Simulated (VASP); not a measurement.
# AlP (F-43m) in VASP: further runs, part 2 of 2

VASP 6.6.1. The steps go on from the part before.

## (3) Single point, PBEsol

This run uses another cell than the first one, of 18.91 Å³/atom, 0.923 times its volume.

Input file INCAR:

```
SYSTEM = AlP
ALGO = Normal
EDIFF = 1E-6
ENCUT = 500
GGA = PS
GGA_COMPAT = .False.
ISIF = 2
ISMEAR = 0
LASPH = .True.
LCHARG = .False.
LREAL = .False.
LWAVE = .False.
NBANDS = 11
NELM = 120
PREC = Accurate
SIGMA = 0.02
```

Input file KPOINTS:

```
k-points
0
Gamma
  8 8 8
  0 0 0
```

Input file POSCAR:

```
AlP
1.0
    0.0000000000      2.6642911160      2.6642911160
    2.6642911160      0.0000000000      2.6642911160
    2.6642911160      2.6642911160      0.0000000000
Al P
1 1
Direct
    0.0000000000      0.0000000000      0.0000000000
    0.7500000000      0.7500000000      0.7500000000
```

Potentials or basis: VASP PAW PBE potentials, release 64 (Al, P).

On the command line:

```sh
> cat potpaw_PBE.64/Al/POTCAR potpaw_PBE.64/P/POTCAR > POTCAR
> mpirun -np 1 vasp_std > vasp.out
```

OUTCAR:

```text
SYSTEM = AlP
   EDIFF = 1E-6
   ENCUT = 500
   GGA = PS
   ISIF = 2
   ISMEAR = 0
   LASPH = .True.
   LREAL = .False.
   NELM = 120
   PREC = Accurate

 ion  position               nearest neighbor table
   1  0.000  0.000  0.000-   2 2.31   2 2.31   2 2.31   2 2.31
   2  0.750  0.750  0.750-   1 2.31   1 2.31   1 2.31   1 2.31

  LATTYP: Found a face centered cubic cell.
 ALAT       =     5.3285822320

  Lattice vectors:

 A1 = (   0.0000000000,   2.6642911160,   2.6642911160)
 A2 = (   2.6642911160,   0.0000000000,   2.6642911160)
 A3 = (   2.6642911160,   2.6642911160,   0.0000000000)

Analysis of symmetry for initial positions (statically):
=====================================================================
 Subroutine PRICEL returns:
 Original cell was already a primitive cell.

 Routine SETGRP: Setting up the symmetry group for a
 face centered cubic supercell.

 Subroutine GETGRP returns: Found 24 space group operations
 (whereof 24 operations were pure point group operations)
 out of a pool of 48 trial point group operations.

The static configuration has the point symmetry T_d .

Analysis of symmetry for dynamics (positions and initial velocities):
=====================================================================
 Subroutine PRICEL returns:
 Original cell was already a primitive cell.

 Routine SETGRP: Setting up the symmetry group for a
 face centered cubic supercell.

 Subroutine GETGRP returns: Found 24 space group operations
 (whereof 24 operations were pure point group operations)
 out of a pool of 48 trial point group operations.

The dynamic configuration has the point symmetry T_d .

 Subroutine INISYM returns: Found 24 space group operations
 (whereof 24 operations are pure point group operations),
 and found     1 'primitive' translations

----------------------------------------------------------------------------------------

                                     Primitive cell

  volume of cell :      37.8247

[... 115 lines left out ...]
   AEXX    =    0.0000 exact exchange contribution
   IVDW    =     0    specifies the selected vdW correction
   LEPSILON=     F    determine dielectric tensor
   LRPA    =     F    only Hartree local field effects (RPA)
 non-spin polarized calculation
 Gauss-broadening in eV      SIGMA  =   0.02
  energy-cutoff  :      500.00
  volume of cell :       37.82
 maximum number of plane-waves:       982
   NGX = 13   NGY = 13   NGZ = 13

 number of electron       7.9999999 magnetization

 Free energy of the ion-electron system (eV)
  ---------------------------------------------------
  ext. energy  EPLUGINS =         0.00000000
  ---------------------------------------------------
  free energy    TOTEN  =       -10.92100300 eV

  energy without entropy =      -10.92100300  energy(sigma->0) =      -10.92100300

 E-fermi :   5.3429     XC(G=0):  -9.6482

 val. band max:        5.2291059480   @ k =   0.0000   0.0000   0.0000
 cond. band min:       6.5137645008   @ k =   0.5000   0.5000   0.0000
 fundamental gap:      1.2846585528
 Fermi energy:         5.3429193043

 k-point     1 :       0.0000    0.0000    0.0000
  band No.  band energies     occupation
      1      -6.7366      2.00000
      2       5.2291      2.00000
      3       5.2291      2.00000
      4       5.2291      2.00000
      5       9.0566      0.00000
      6       9.8405      0.00000
      7       9.8405      0.00000
      8       9.8405      0.00000
      9      14.1133      0.00000
     10      14.1133      0.00000
     11      15.8578      0.00000
[... 309 lines left out ...]
 k-point    24 :      -0.3750    0.2500    0.1250
  band No.  band energies     occupation
      1      -4.4987      2.00000
      2      -0.2725      2.00000
      3       2.4296      2.00000
      4       3.6044      2.00000
      5       9.1400      0.00000
      6       9.8086      0.00000
      7      12.2945      0.00000
      8      13.1414      0.00000
      9      14.5054      0.00000
     10      16.9131      0.00000
     11      18.4546      0.00000

 [... further k-points ...]

------------------------ aborting loop because EDIFF is reached ----------------------------------------

  FORCE on cell =-STRESS in cart. coord.  units (eV):
  Direction    XX          YY          ZZ          XY          YZ          ZX
  --------------------------------------------------------------------------------------
  -------------------------------------------------------------------------------------
  Total        1.9129186      1.9129186      1.9129186     -0.0000000     -0.0000000      0.0000000
  in kB       81.0274250     81.0274250     81.0274250     -0.0000000     -0.0000000      0.0000000
  external PRESSURE =      81.0274250 kB  Pullay stress =       0.0000000 kB

 VOLUME and BASIS-vectors are now :
 -----------------------------------------------------------------------------
  energy-cutoff  :      500.00
  volume of cell :       37.82
      direct lattice vectors                 reciprocal lattice vectors
     0.000000000  2.664291116  2.664291116    -0.187667180  0.187667180  0.187667180
     2.664291116  0.000000000  2.664291116     0.187667180 -0.187667180  0.187667180
     2.664291116  2.664291116  0.000000000     0.187667180  0.187667180 -0.187667180

 POSITION                                       TOTAL-FORCE (eV/Angst)
 -----------------------------------------------------------------------------------
      0.00000      0.00000      0.00000        -0.000000     -0.000000     -0.000000
      3.99644      3.99644      3.99644         0.000000      0.000000      0.000000
 -----------------------------------------------------------------------------------
    total drift:                               -0.000000     -0.000000     -0.000000

  FREE ENERGIE OF THE ION-ELECTRON SYSTEM (eV)
  ---------------------------------------------------
  free  energy   TOTEN  =       -10.9210030010 eV

  energy  without entropy=      -10.9210030010  energy(sigma->0) =      -10.92100300
```

OSZICAR:

```text
N       E                     dE             d eps       ncg     rms          rms(c)
DAV:   1     0.972535876443E+01    0.97254E+01   -0.31162E+03   654   0.540E+02
DAV:   2    -0.104974711748E+02   -0.20223E+02   -0.19320E+02   812   0.911E+01
DAV:   3    -0.113151245808E+02   -0.81765E+00   -0.81552E+00   791   0.169E+01
DAV:   4    -0.113218002194E+02   -0.66756E-02   -0.66751E-02   764   0.184E+00
DAV:   5    -0.113219064161E+02   -0.10620E-03   -0.10620E-03   821   0.224E-01    0.472E+00
DAV:   6    -0.109875968971E+02    0.33431E+00   -0.56167E-01   724   0.284E+00    0.296E+00
DAV:   7    -0.109234352291E+02    0.64162E-01   -0.23575E-01   768   0.196E+00    0.137E+00
DAV:   8    -0.109210713402E+02    0.23639E-02   -0.14867E-02   745   0.598E-01    0.156E-01
DAV:   9    -0.109209644424E+02    0.10690E-03   -0.82024E-04   738   0.152E-01    0.531E-02
DAV:  10    -0.109209979200E+02   -0.33478E-04   -0.54304E-05   761   0.392E-02    0.153E-02
DAV:  11    -0.109210028879E+02   -0.49679E-05   -0.89820E-06   773   0.166E-02    0.153E-02
DAV:  12    -0.109210030010E+02   -0.11311E-06   -0.13097E-06   472   0.511E-03
   1 F= -.10921003E+02 E0= -.10921003E+02  d E =-.570420E-18
```

Wall time 8.3 s (1 thread of Intel Xeon 6975P-C (Granite Rapids), shared host); peak memory 0.14 GiB.

Results:

```
Free energy            : -10.9210 eV
Pressure               : 8.1 GPa
Band gap on the k mesh : 1.28 eV, indirect (least direct gap 3.56 eV)
```

Levels at points of the mesh, in eV from the valence-band top:
| k point | band 1 | band 2 | band 3 | band 4 | band 5 | band 6 | band 7 | band 8 | band 9 |
| --- | --- | --- | --- | --- | --- | --- | --- | --- | --- |
| (0.00, 0.00, 0.00) | -11.97 | 0.00 | 0.00 | 0.00 | 3.83 | 4.61 | 4.61 | 4.61 | 8.88 |
| (0.50, 0.00, 0.00) | -10.08 | -5.92 | -0.81 | -0.81 | 3.01 | 4.76 | 4.76 | 8.27 | 11.75 |
| (0.50, 0.50, 0.00) | -9.33 | -5.60 | -2.28 | -2.28 | 1.28 | 2.33 | 11.61 | 11.61 | 12.39 |

Caveat: the PAW data sets were made with another functional, which shifts forces and pressure a little.

## (4) Single point, PBEsol

This run uses another cell than the first one, of 19.81 Å³/atom, 0.967 times its volume.

Input file INCAR:

```
ALGO = Normal ; EDIFF = 1E-6
ENCUT = 500 ; GGA = PS
GGA_COMPAT = False ; ISIF = 2
ISMEAR = 0 ; LASPH = True
LCHARG = False ; LREAL = False
LWAVE = False ; NBANDS = 11
NELM = 120 ; PREC = Accurate
SIGMA = 0.02
```

Input file KPOINTS:

```
k-points
0
Gamma
  8 8 8
```

Input file POSCAR:

```
AlP
1.0
    0.0000000000      2.7059791586      2.7059791586
    2.7059791586      0.0000000000      2.7059791586
    2.7059791586      2.7059791586      0.0000000000
Al P
1 1
Direct
    0.0000000000      0.0000000000      0.0000000000
    0.7500000000      0.7500000000      0.7500000000
```

Potentials or basis: VASP PAW PBE potentials, release 64 (Al, P).

On the command line:

```sh
> cat potpaw_PBE.64/Al/POTCAR potpaw_PBE.64/P/POTCAR > POTCAR
> mpirun -np 1 vasp_std > vasp.out
```

OUTCAR:

```text
EDIFF = 1E-6
   ENCUT = 500
   GGA = PS
   ISIF = 2
   ISMEAR = 0
   LASPH = True
   LREAL = False
   NELM = 120
   PREC = Accurate

 ion  position               nearest neighbor table
   1  0.000  0.000  0.000-   2 2.34   2 2.34   2 2.34   2 2.34
   2  0.750  0.750  0.750-   1 2.34   1 2.34   1 2.34   1 2.34

  LATTYP: Found a face centered cubic cell.
 ALAT       =     5.4119583172

  Lattice vectors:

 A1 = (   0.0000000000,   2.7059791586,   2.7059791586)
 A2 = (   2.7059791586,   0.0000000000,   2.7059791586)
 A3 = (   2.7059791586,   2.7059791586,   0.0000000000)

Analysis of symmetry for initial positions (statically):
=====================================================================
 Subroutine PRICEL returns:
 Original cell was already a primitive cell.

 Routine SETGRP: Setting up the symmetry group for a
 face centered cubic supercell.

 Subroutine GETGRP returns: Found 24 space group operations
 (whereof 24 operations were pure point group operations)
 out of a pool of 48 trial point group operations.

The static configuration has the point symmetry T_d .

[... 171 lines left out ...]
      3       4.7816      2.00000
      4       4.7816      2.00000
      5       8.2092      0.00000
      6       9.3302      0.00000
      7       9.3302      0.00000
      8       9.3302      0.00000
      9      13.6145      0.00000
     10      13.6145      0.00000
     11      15.0670      0.00000
[... 309 lines left out ...]
 k-point    24 :      -0.3750    0.2500    0.1250
  band No.  band energies     occupation
      1      -4.8074      2.00000
      2      -0.5325      2.00000
      3       2.0905      2.00000
      4       3.2342      2.00000
      5       8.6690      0.00000
      6       9.2731      0.00000
      7      11.7060      0.00000
      8      12.5110      0.00000
      9      13.8357      0.00000
     10      16.2616      0.00000
     11      17.6630      0.00000

 [... further k-points ...]

------------------------ aborting loop because EDIFF is reached ----------------------------------------

  FORCE on cell =-STRESS in cart. coord.  units (eV):
  Direction    XX          YY          ZZ          XY          YZ          ZX
  --------------------------------------------------------------------------------------
  -------------------------------------------------------------------------------------
  Total        0.7514163      0.7514163      0.7514163      0.0000000      0.0000000     -0.0000000
  in kB       30.3800073     30.3800073     30.3800073      0.0000000      0.0000000     -0.0000000
  external PRESSURE =      30.3800073 kB  Pullay stress =       0.0000000 kB

 VOLUME and BASIS-vectors are now :
 -----------------------------------------------------------------------------
  energy-cutoff  :      500.00
  volume of cell :       39.63
      direct lattice vectors                 reciprocal lattice vectors
     0.000000000  2.705979159  2.705979159    -0.184775998  0.184775998  0.184775998
     2.705979159  0.000000000  2.705979159     0.184775998 -0.184775998  0.184775998
     2.705979159  2.705979159  0.000000000     0.184775998  0.184775998 -0.184775998

 POSITION                                       TOTAL-FORCE (eV/Angst)
 -----------------------------------------------------------------------------------
      0.00000      0.00000      0.00000         0.000000      0.000000     -0.000000
      4.05897      4.05897      4.05897        -0.000000     -0.000000      0.000000
 -----------------------------------------------------------------------------------
    total drift:                               -0.000000     -0.000000     -0.000000

  FREE ENERGIE OF THE ION-ELECTRON SYSTEM (eV)
  ---------------------------------------------------
  free  energy   TOTEN  =       -10.9828682810 eV

  energy  without entropy=      -10.9828682810  energy(sigma->0) =      -10.98286828
```

Wall time 7.6 s (1 thread of Intel Xeon 6975P-C (Granite Rapids), shared host); peak memory 0.15 GiB.

Results:

```
Free energy            : -10.9829 eV
Pressure               : 3.0 GPa
Band gap on the k mesh : 1.38 eV, indirect (least direct gap 3.43 eV)
```

Caveat: the PAW data sets were made with another functional, which shifts forces and pressure a little. A k mesh can miss the band edges.

## (5) Single point, PBEsol

This run uses another cell than the first one, of 21.24 Å³/atom, 1.036 times its volume.

Input file INCAR:

```
PREC     = Accurate       # precision mode
ENCUT    = 500            # plane-wave cutoff, eV
EDIFF    = 1E-6           # SCF threshold, eV
ISMEAR   = 0              # smearing method
SIGMA    = 0.02           # smearing width, eV
LREAL    = False          # projectors in reciprocal space
LASPH    = True           # aspherical terms in the spheres
NELM     = 120            # most SCF steps
ALGO     = Normal         # electronic algorithm
ISIF     = 2              # what is computed and relaxed
LWAVE    = False          # write WAVECAR
LCHARG   = False          # write CHGCAR
GGA      = PS             # functional
NBANDS   = 11             # bands
GGA_COMPAT= False
```

Input file KPOINTS:

```
regular mesh
0
Gamma
  8 8 8
```

Input file POSCAR:

```
AlP
1.0
    0.0000000000      2.7693782332      2.7693782332
    2.7693782332      0.0000000000      2.7693782332
    2.7693782332      2.7693782332      0.0000000000
Al P
1 1
Direct
    0.0000000000      0.0000000000      0.0000000000
    0.7500000000      0.7500000000      0.7500000000
```

On the command line:

```sh
> cat potpaw_PBE.64/Al/POTCAR potpaw_PBE.64/P/POTCAR > POTCAR
> mpirun -np 1 vasp_std > vasp.out
```

It took 8.8 s on 1 thread of Intel Xeon 6975P-C (Granite Rapids), shared host; peak memory 0.15 GiB.

Results (log left out):

```
Free energy            : -10.9807 eV
Pressure               : -3.0 GPa
Band gap on the k mesh : 1.52 eV, indirect (least direct gap 2.85 eV)
```

Levels at points of the mesh, in eV from the valence-band top:
```
           k point  band 1  band 2  band 3  band 4  band 5  band 6  band 7  band 8
(0.00, 0.00, 0.00)  -11.29    0.00    0.00    0.00    2.85    4.45    4.45    4.45
(0.50, 0.00, 0.00)   -9.69   -5.39   -0.74   -0.74    2.57    4.73    4.73    7.96
(0.50, 0.50, 0.00)   -9.07   -5.20   -2.04   -2.04    1.52    2.38   10.63   10.63
```

Caveat: the PAW data sets were made with another functional, which shifts forces and pressure a little.

## (6) The runs side by side

| cell | k mesh | smearing | gap on the mesh (eV) | pressure (GPa) |
| --- | --- | --- | --- | --- |
| a = 3.870 Å, angles 60.0°, 2 atoms | 6 × 6 × 6 | gaussian 0.1 eV | 1.45 | 0.0 |
| a = 3.768 Å, angles 60.0°, 2 atoms | 8 × 8 × 8 | gaussian 0.02 eV | 1.28 | 8.1 |
| a = 3.827 Å, angles 60.0°, 2 atoms | 8 × 8 × 8 | gaussian 0.02 eV | 1.38 | 3.0 |
| a = 3.916 Å, angles 60.0°, 2 atoms | 8 × 8 × 8 | gaussian 0.02 eV | 1.52 | -3.0 |

Alike in all rows: task single point; level PBEsol; potentials or basis VASP PAW PBE potentials, release 64 (Al, P); no spin polarisation; cutoff (eV) 500.

Caveats: the PAW data sets were made with another functional, which shifts forces and pressure a little.

Total energies depend on the potentials used, so only differences within one code and one set of settings carry meaning.
